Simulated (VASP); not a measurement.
# H (I4/mmm) in VASP: a series of runs

The runs below take H through single point, relaxation of cell and atoms, with PBE.

Everything below comes from runs of VASP 6.6.1. Logs are shortened: lines on timing, memory, paths and dates and some standing lists are left out, and cuts for length are marked.

**1. The cell of the first run**

Symmetry: I4/mmm, No. 139, tetragonal system. Conventional cell: a = 3.712 Å, b = 3.712 Å, c = 4.569 Å, α = 90.00°, β = 90.00°, γ = 90.00°. H (site symmetry 4mm) has 1 H at 0.75 Å within 1.0 Å.

**2. Single point, PBE**

Contents of INCAR:

```
SYSTEM = H
PREC = Accurate
ENCUT = 520
EDIFF = 1E-7
ISMEAR = -1
SIGMA = 0.05
LREAL = .False.
LASPH = .True.
NELM = 100
ALGO = Normal
ISIF = 2
LWAVE = .False.
LCHARG = .False.
GGA = PE
NBANDS = 8
```

Contents of KPOINTS:

```
Automatic mesh
0
Gamma
  11 11 11
  0 0 0
```

Contents of POSCAR:

```
H
1.0
   -1.8559420652      1.8559420652      2.2843271065
    1.8559420652     -1.8559420652      2.2843271065
    1.8559420652      1.8559420652     -2.2843271065
H
2
Direct
    0.0821542144      0.0821542144      0.0000000000
    0.9178457856      0.9178457856      0.0000000000
```

Potentials or basis: VASP PAW PBE potentials, release 64 (H).

Started as:

```console
$ cat potpaw_PBE.64/H/POTCAR > POTCAR
$ mpirun -np 1 vasp_std > vasp.out
```

OUTCAR:

```text
SYSTEM = H
   PREC = Accurate
   ENCUT = 520
   EDIFF = 1E-7
   ISMEAR = -1
   LREAL = .False.
   LASPH = .True.
   NELM = 100
   ISIF = 2
   GGA = PE

 ion  position               nearest neighbor table
   1  0.082  0.082  0.000-   2 0.75
   2  0.918  0.918  0.000-   1 0.75

  LATTYP: Found a body centered tetragonal cell.
 ALAT       =     3.7118841304
 C/A-ratio  =     1.2308181108

  Lattice vectors:

 A1 = (  -1.8559420652,   1.8559420652,   2.2843271065)
 A2 = (   1.8559420652,  -1.8559420652,   2.2843271065)
 A3 = (   1.8559420652,   1.8559420652,  -2.2843271065)

Analysis of symmetry for initial positions (statically):
=====================================================================
 Subroutine PRICEL returns:
 Original cell was already a primitive cell.

 Routine SETGRP: Setting up the symmetry group for a
 body centered tetragonal supercell.

 Subroutine GETGRP returns: Found 16 space group operations
 (whereof 16 operations were pure point group operations)
 out of a pool of 16 trial point group operations.

The static configuration has the point symmetry D_4h.

Analysis of symmetry for dynamics (positions and initial velocities):
=====================================================================
 Subroutine PRICEL returns:
 Original cell was already a primitive cell.

 Routine SETGRP: Setting up the symmetry group for a
 body centered tetragonal supercell.

 Subroutine GETGRP returns: Found 16 space group operations
 (whereof 16 operations were pure point group operations)
 out of a pool of 16 trial point group operations.

The dynamic configuration has the point symmetry D_4h.

 Subroutine INISYM returns: Found 16 space group operations
 (whereof 16 operations are pure point group operations),
 and found     1 'primitive' translations

----------------------------------------------------------------------------------------

                                     Primitive cell

  volume of cell :      31.4737

  direct lattice vectors                    reciprocal lattice vectors
    -1.855942065  1.855942065  2.284327107     0.000000000  0.269404961  0.218882838
     1.855942065 -1.855942065  2.284327107     0.269404961  0.000000000  0.218882838
     1.855942065  1.855942065 -2.284327107     0.269404961  0.269404961  0.000000000

  length of vectors
     3.479539083  3.479539083  3.479539083     0.347114866  0.347114866  0.380996150

  position of ions in fractional coordinates (direct lattice)
     0.082154214  0.082154214  0.000000000
     0.917845786  0.917845786  0.000000000

  ion indices of the primitive-cell ions
   primitive index   ion index
                 1           1
                 2           2

----------------------------------------------------------------------------------------

 KPOINTS: Automatic mesh

Automatic generation of k-mesh.
 Grid dimensions read from file:
 generate k-points for:   11   11   11

 Generating k-lattice:

  Cartesian coordinates                     Fractional coordinates (reciprocal lattice)
     0.000000000  0.024491360  0.019898440     0.090909091 -0.000000000  0.000000000
     0.024491360  0.000000000  0.019898440    -0.000000000  0.090909091  0.000000000
     0.024491360  0.024491360  0.000000000     0.000000000  0.000000000  0.090909091

  Length of vectors
     0.031555897  0.031555897  0.034636014

  Shift w.r.t. Gamma in fractional coordinates (k-lattice)
     0.000000000  0.000000000  0.000000000

 Subroutine IBZKPT returns following result:
 ===========================================

 Found    126 irreducible k-points:

 Following reciprocal coordinates:
            Coordinates               Weight
  0.000000  0.000000  0.000000      1.000000
  0.090909 -0.000000  0.000000      8.000000
  0.181818  0.000000  0.000000      8.000000
  0.272727 -0.000000  0.000000      8.000000
  0.363636  0.000000  0.000000      8.000000
  0.454545 -0.000000  0.000000      8.000000
[... 16 lines left out ...]
 -0.272727  0.181818 -0.000000     16.000000
 -0.181818  0.181818  0.000000      4.000000
 [... further k-points ...]
   k-points           NKPTS =    126   k-points in BZ     NKDIM =    126   number of bands    NBANDS=      8
   number of dos      NEDOS =    301   number of ions     NIONS =      2
   total plane-waves  NPLWV =  21952
   dimension x,y,z NGX =    28 NGY =   28 NGZ =   28
   dimension x,y,z NGXF=    56 NGYF=   56 NGZF=   56
   ions per type =               2
   NGX,Y,Z   is equivalent  to a cutoff of  13.38, 13.38, 13.38 a.u.
   NGXF,Y,Z  is equivalent  to a cutoff of  26.76, 26.76, 26.76 a.u.
 SYSTEM =  H
   PREC   = accura    normal or accurate (medium, high low for compatibility)
   ISTART =      0    job   : 0-new  1-cont  2-samecut
   ICHARG =      2    charge: 1-file 2-atom 10-const
   ISPIN  =      1    spin polarized calculation?
   LNONCOLLINEAR =      F non collinear calculations
   LSORBIT =      F    spin-orbit coupling
   LASPH  =      T    aspherical Exc in radial PAW
   ENCUT  =  520.0 eV  38.22 Ry    6.18 a.u.   6.47  6.47  6.47*2*pi/ulx,y,z
   NELM   =    100;   NELMIN=  2; NELMDL= -5     # of ELM steps
   EDIFF  = 0.1E-06   stopping-criterion for ELM
   LREAL  =      F    real-space projection
   EDIFFG = 0.1E-05   stopping-criterion for IOM
   NSW    =      0    number of steps for IOM
   IBRION =     -1    ionic relax: 0-MD 1-quasi-New 2-CG
   NFREE  =      0    steps in history (QN), initial steepest desc. (CG)
   ISIF   =      2    stress and relaxation
   ISYM   =      2    0-nonsym 1-usesym 2-fastsym
   POTIM  = 0.5000    time-step for ionic-motion
   TEBEG  =    0.0;   TEEND  =   0.0 temperature during run
   PSTRESS=    0.0 pullay stress
   NELECT =       2.0000    total number of electrons
   NUPDOWN=      -1.0000    fix difference up-down
   EMIN   =  10.00;   EMAX   =-10.00  energy-range for DOS
   EFERMI =   0.00;   METHOD = LEGACY
   ISMEAR =    -1;   SIGMA  =   0.05  broadening in eV -4-tet -1-fermi 0-gaus
   EFERMI_NEDOS =   21; number of points for ismear=-14 and -15
   IALGO  =     38    algorithm
   IMIX   =      4    mixing-type and parameters
     AMIX     =   0.40;   BMIX     =  1.00
     AMIX_MAG =   1.60;   BMIX_MAG =  1.00
  volume/ion in A,a.u.               =      15.74       106.20
  Fermi-wavevector in a.u.,A,eV,Ry     =   0.653285  1.234529  5.806706  0.426781
  Thomas-Fermi vector in A             =   1.723476
   LORBIT       =      0    0 simple, 1 ext, 2 COOP (PROOUT), +10 PAW based schemes
   GGA     = PE    functional components
   LHFCALC =     F    Hartree Fock is set to
   AEXX    =    0.0000 exact exchange contribution
   IVDW    =     0    specifies the selected vdW correction
   LEPSILON=     F    determine dielectric tensor
   LRPA    =     F    only Hartree local field effects (RPA)
 non-spin polarized calculation
  energy-cutoff  :      520.00
  volume of cell :       31.47
 maximum number of plane-waves:       862
 NGX is ok and might be reduce to    28
   NGX = 13   NGY = 13   NGZ = 13

 number of electron       2.0000000 magnetization

 Free energy of the ion-electron system (eV)
  ---------------------------------------------------
  ext. energy  EPLUGINS =         0.00000000
  ---------------------------------------------------
  free energy    TOTEN  =        -6.78984519 eV

  energy without entropy =       -6.78984519  energy(sigma->0) =       -6.78984519

 E-fermi :  -7.7815     XC(G=0):  -4.6563

 val. band max:       -8.8411158023   @ k =  -0.4545   0.4545   0.4545
 cond. band min:       0.5004969824   @ k =   0.4545  -0.0000   0.0000
 fundamental gap:      9.3416127847
 Fermi energy:        -7.7814619832

 k-point     1 :       0.0000    0.0000    0.0000
  band No.  band energies     occupation
      1     -10.2386      2.00000
      2       3.2946      0.00000
      3       6.8669      0.00000
      4      12.2380      0.00000
      5      12.2380      0.00000
      6      14.2274      0.00000
      7      14.2274      0.00000
      8      15.4056      0.00000

 k-point     2 :       0.0909   -0.0000    0.0000
  band No.  band energies     occupation
      1     -10.1743      2.00000
      2       3.0247      0.00000
      3       6.9673      0.00000
      4      11.4706      0.00000
      5      11.7439      0.00000
      6      14.2264      0.00000
      7      14.6949      0.00000
      8      15.1625      0.00000

 k-point     3 :       0.1818    0.0000    0.0000
  band No.  band energies     occupation
      1      -9.9949      2.00000
      2       2.3693      0.00000
      3       7.1299      0.00000
      4      10.0489      0.00000
      5      10.9862      0.00000
      6      14.3872      0.00000
      7      14.7979      0.00000
      8      15.1433      0.00000

 k-point     4 :       0.2727   -0.0000    0.0000
  band No.  band energies     occupation
      1      -9.7421      2.00000
      2       1.5892      0.00000
      3       7.1380      0.00000
      4       8.9569      0.00000
      5      10.3738      0.00000
      6      13.4804      0.00000
      7      14.3123      0.00000
      8      16.0801      0.00000

 k-point     5 :       0.3636    0.0000    0.0000
  band No.  band energies     occupation
      1      -9.4879      2.00000
      2       0.9040      0.00000
      3       6.9079      0.00000
      4       8.4438      0.00000
      5       9.9674      0.00000
      6      12.7835      0.00000
      7      14.0271      0.00000
      8      15.6303      0.00000

 k-point     6 :       0.4545   -0.0000    0.0000
  band No.  band energies     occupation
      1      -9.3247      2.00000
      2       0.5005      0.00000
      3       6.6771      0.00000
      4       8.3016      0.00000
      5       9.7681      0.00000
      6      12.4190      0.00000
      7      14.1760      0.00000
      8      14.7727      0.00000

 k-point     7 :       0.0909    0.0909    0.0000
  band No.  band energies     occupation
      1     -10.0622      2.00000
      2       2.5233      0.00000
      3       7.4638      0.00000
      4       9.9937      0.00000
      5      11.2961      0.00000
      6      14.2457      0.00000
      7      14.6573      0.00000
      8      15.2611      0.00000
[... 133 lines left out ...]
 k-point    20 :       0.4545    0.1818    0.0000
  band No.  band energies     occupation
      1      -9.2270      2.00000
      2       0.9476      0.00000
      3       4.7688      0.00000
      4       7.7605      0.00000
      5       9.5823      0.00000
      6      12.8476      0.00000
      7      15.3278      0.00000
      8      17.9462      0.00000

 k-point    21 :      -0.4545    0.1818   -0.0000
  band No.  band energies     occupation
      1      -9.3442      2.00000
      2       1.2887      0.00000
      3       4.9630      0.00000
      4       7.8192      0.00000
      5       9.4640      0.00000
      6      13.0664      0.00000
      7      15.6159      0.00000
      8      15.8865      0.00000

 k-point    22 :      -0.3636    0.1818    0.0000
  band No.  band energies     occupation
      1      -9.5549      2.00000
      2       1.8080      0.00000
      3       5.3549      0.00000
      4       8.2443      0.00000
      5       9.7122      0.00000
      6      13.4922      0.00000
      7      13.7409      0.00000
      8      16.3403      0.00000

 k-point    23 :      -0.2727    0.1818   -0.0000
  band No.  band energies     occupation
      1      -9.7814      2.00000
      2       2.3674      0.00000
      3       5.6641      0.00000
      4       9.2817      0.00000
      5      10.3433      0.00000
      6      12.2353      0.00000
      7      14.0183      0.00000
      8      16.8645      0.00000

 k-point    24 :      -0.1818    0.1818    0.0000
  band No.  band energies     occupation
      1      -9.9552      2.00000
      2       2.7526      0.00000
      3       5.9354      0.00000
      4      10.5227      0.00000
      5      11.2896      0.00000
      6      11.7186      0.00000
      7      14.1201      0.00000
      8      16.2939      0.00000

 [... further k-points ...]

------------------------ aborting loop because EDIFF is reached ----------------------------------------

  FORCE on cell =-STRESS in cart. coord.  units (eV):
  Direction    XX          YY          ZZ          XY          YZ          ZX
  --------------------------------------------------------------------------------------
  -------------------------------------------------------------------------------------
  Total       -0.0256560     -0.0256560     -0.0377224      0.0000000      0.0000000      0.0000000
  in kB       -1.3060297     -1.3060297     -1.9202700      0.0000000      0.0000000      0.0000000
  external PRESSURE =      -1.5107765 kB  Pullay stress =       0.0000000 kB

 VOLUME and BASIS-vectors are now :
 -----------------------------------------------------------------------------
  energy-cutoff  :      520.00
  volume of cell :       31.47
      direct lattice vectors                 reciprocal lattice vectors
    -1.855942065  1.855942065  2.284327107     0.000000000  0.269404961  0.218882838
     1.855942065 -1.855942065  2.284327107     0.269404961  0.000000000  0.218882838
     1.855942065  1.855942065 -2.284327107     0.269404961  0.269404961  0.000000000

 POSITION                                       TOTAL-FORCE (eV/Angst)
 -----------------------------------------------------------------------------------
      0.00000      0.00000      0.37533         0.000000      0.000000     -0.009038
      0.00000      0.00000      4.19332        -0.000000     -0.000000      0.009038
 -----------------------------------------------------------------------------------
    total drift:                               -0.000000     -0.000000      0.000000

  FREE ENERGIE OF THE ION-ELECTRON SYSTEM (eV)
  ---------------------------------------------------
  free  energy   TOTEN  =        -6.7898451921 eV

  energy  without entropy=       -6.7898451921  energy(sigma->0) =       -6.78984519
```

Run time: 25 s. Hardware: 1 thread of Intel Xeon Platinum 8259CL at 2.50GHz (Skylake/Cascade Lake), shared host; peak memory 0.16 GiB.

What came out:

- Free energy: -6.7898 eV
- Pressure: -0.2 GPa
- Largest force: 0.009 eV/Å
- Band gap on the k mesh: 9.34 eV, indirect (least direct gap 9.83 eV)

Forces in eV/Å, atoms in the order of the input:
```
H    0.000  0.000 -0.009
H    0.000  0.000  0.009
```

A k mesh can miss the band edges. PBE gaps usually lie below the measured ones, often by a third to a half.

**3. Relaxation of cell and atoms, PBE**

This run uses another cell than the first one, of 11.78 Å³/atom, 0.749 times its volume.

Contents of INCAR:

```
  PREC = Accurate
  ENCUT = 600
  EDIFF = 1E-6
  ISMEAR = -1
  SIGMA = 0.05
  LREAL = False
  LASPH = True
  NELM = 80
  ALGO = Normal
  ISIF = 3
  LWAVE = False
  LCHARG = False
  GGA = PE
  IBRION = 2
  NSW = 60
  EDIFFG = -0.01
```

Contents of KPOINTS:

```
regular mesh
0
Gamma
  11 11 11
```

Contents of POSCAR:

```
H
1.0
   -1.6915344700      1.6915344700      2.0584739900
    1.6915344700     -1.6915344700      2.0584739900
    1.6915344700      1.6915344700     -2.0584739900
H
2
Direct
    0.0901377100      0.0901377100      0.0000000000
    0.9098622900      0.9098622900      0.0000000000
```

Potentials or basis: VASP PAW PBE potentials, release 64 (H).

Started as:

```console
$ cat potpaw_PBE.64/H/POTCAR > POTCAR
$ mpirun -np 1 vasp_std > vasp.out
```

Wall time 68 s (1 thread of Intel Xeon Platinum 8259CL at 2.50GHz (Skylake/Cascade Lake), shared host); peak memory 0.15 GiB.

It converged, with:

```yaml
Free_energy: -6.7877 eV
Relaxed_volume: 13.80 Å³/atom
Relaxed_cell: a = 3.327 Å, b = 3.327 Å, c = 3.327 Å, α = 115.19°, β = 115.19°, γ = 98.56°
Space_group_after_relaxing_to_0.05_Å: I4/mmm (No. 139)
Energy_gained_by_relaxing: 2.4 meV/atom
Ionic_steps: 12
Pressure_after_relaxing: 0.0 GPa
Largest_force_after_relaxing: 0.008 eV/Å
Band_gap_on_the_k_mesh: 9.19 eV, indirect (least direct gap 9.81 eV)
```

Forces in eV/Å, atoms in the order of the input:
```
H    0.000  0.000 -0.008
H    0.000  0.000  0.008
```

Step by step:
| step | energy change (eV) | largest force (eV/Å) | pressure (GPa) | volume (Å³) |
| --- | --- | --- | --- | --- |
| 1 | 0.0000 | 0.2568 | 0.76 | 23.56 |
| 2 | 0.0066 | 0.7069 | -0.89 | 23.75 |
| 3 | -0.0010 | 0.0166 | 0.31 | 23.61 |
| 4 | -0.0010 | 0.0121 | 0.32 | 23.61 |
| 5 | -0.0012 | 0.0118 | 0.31 | 23.68 |
| 6 | -0.0016 | 0.0114 | 0.29 | 23.89 |
| 7 | -0.0023 | 0.0098 | 0.25 | 24.31 |
| 8 | -0.0035 | 0.0032 | 0.17 | 25.18 |
| 9 | -0.0047 | 0.0227 | 0.07 | 26.96 |
| 10 | -0.0048 | 0.0324 | 0.05 | 27.57 |
| 11 | 0.0078 | 0.8739 | -1.31 | 28.28 |
| 12 | -0.0048 | 0.0076 | -0.01 | 27.60 |

Final structure:
```cif
data_structure
_symmetry_space_group_name_H-M 'P 1'
_symmetry_Int_Tables_number 1
_cell_length_a 3.3268
_cell_length_b 3.3268
_cell_length_c 3.3268
_cell_angle_alpha 115.186
_cell_angle_beta 115.186
_cell_angle_gamma 98.562
_cell_volume 27.60
loop_
_atom_site_label
_atom_site_type_symbol
_atom_site_fract_x
_atom_site_fract_y
_atom_site_fract_z
_atom_site_occupancy
H1 H 0.08643 0.08643 0.00000 1
H2 H 0.91357 0.91357 0.00000 1
```

Levels at points of the mesh, in eV from the valence-band top:
```csv
k point,band 1,band 2,band 3,band 4,band 5
"(0.00, 0.00, 0.00)",-1.79,12.75,16.25,22.13,22.13
```

Caveat: the volume moved by over 15 % at a fixed basis, so the end points are rough.

**4. Relaxation of cell and atoms, PBE, target pressure 2 GPa, at which the enthalpy is minimised**

This run uses another cell than the first one, of 11.78 Å³/atom, 0.749 times its volume.

Contents of INCAR:

```
SYSTEM = H
ALGO = Normal
EDIFF = 1E-6
EDIFFG = -0.01
ENCUT = 600
GGA = PE
IBRION = 2
ISIF = 3
ISMEAR = -1
LASPH = .True.
LCHARG = .False.
LREAL = .False.
LWAVE = .False.
NELM = 80
NSW = 60
PREC = Accurate
PSTRESS = 20.0
SIGMA = 0.05
```

Contents of KPOINTS:

```
k-points
0
Gamma
  11 11 11
  0 0 0
```

POSCAR is that of step 3.

Started as:

```console
$ cat potpaw_PBE.64/H/POTCAR > POTCAR
$ mpirun -np 1 vasp_std > vasp.out
```

Run time: 83 s. Hardware: 1 thread of Intel Xeon Platinum 8259CL at 2.50GHz (Skylake/Cascade Lake), shared host; peak memory 0.15 GiB.

It converged, with:

```yaml
Free_energy: -6.7426 eV
Relaxed_volume: 8.33 Å³/atom
Relaxed_cell: a = 2.817 Å, b = 2.817 Å, c = 2.817 Å, α = 115.80°, β = 115.80°, γ = 97.44°
Space_group_after_relaxing_to_0.05_Å: I4/mmm (No. 139)
Energy_change_on_relaxing_the_enthalpy_is_what_falls: +20.1 meV/atom
Ionic_steps: 10
Pressure_after_relaxing: 2.0 GPa
Band_gap_on_the_k_mesh: 8.27 eV, indirect (least direct gap 9.57 eV)
```

Stress tensor (GPa, compression positive):
```
1.90 0.00 0.00
0.00 1.90 0.00
0.00 0.00 2.09
```

The path:
| step | energy change (eV) | largest force (eV/Å) | pressure (GPa) | volume (Å³) |
| --- | --- | --- | --- | --- |
| 1 | 0.0000 | 0.2568 | 0.76 | 23.56 |
| 2 | 0.0043 | 0.5443 | -0.57 | 23.25 |
| 3 | -0.0004 | 0.1332 | 0.13 | 23.41 |
| 4 | 0.0007 | 0.1246 | 0.19 | 22.96 |
| 5 | 0.0047 | 0.0914 | 0.43 | 21.63 |
| 6 | 0.0173 | 0.0041 | 1.11 | 19.14 |
| 7 | 0.0716 | 0.3184 | 3.95 | 14.73 |
| 8 | 0.0392 | 0.2003 | 2.36 | 16.80 |
| 9 | 0.0631 | 0.9252 | -0.03 | 15.98 |
| 10 | 0.0403 | 0.0001 | 1.96 | 16.66 |

Final structure:
```
H
1.0
    -1.49686    1.49686    1.85852
     1.49686   -1.49686    1.85852
     1.49686    1.49686   -1.85852
H
2
Direct
  0.10057 0.10057 0.00000
  0.89943 0.89943 0.00000
```

Levels at points of the mesh, in eV from the valence-band top:
```csv
k point,band 1,band 2,band 3,band 4,band 5
"(0.00, 0.00, 0.00)",-4.10,16.09,18.86,27.04,27.04
```

Caveat: the cell is relaxed towards a set pressure, so the enthalpy falls and the energy may rise; the volume moved by over 15 % at a fixed basis, so the end points are rough. A k mesh can miss the band edges.

(Continued in part 2 of 2.)
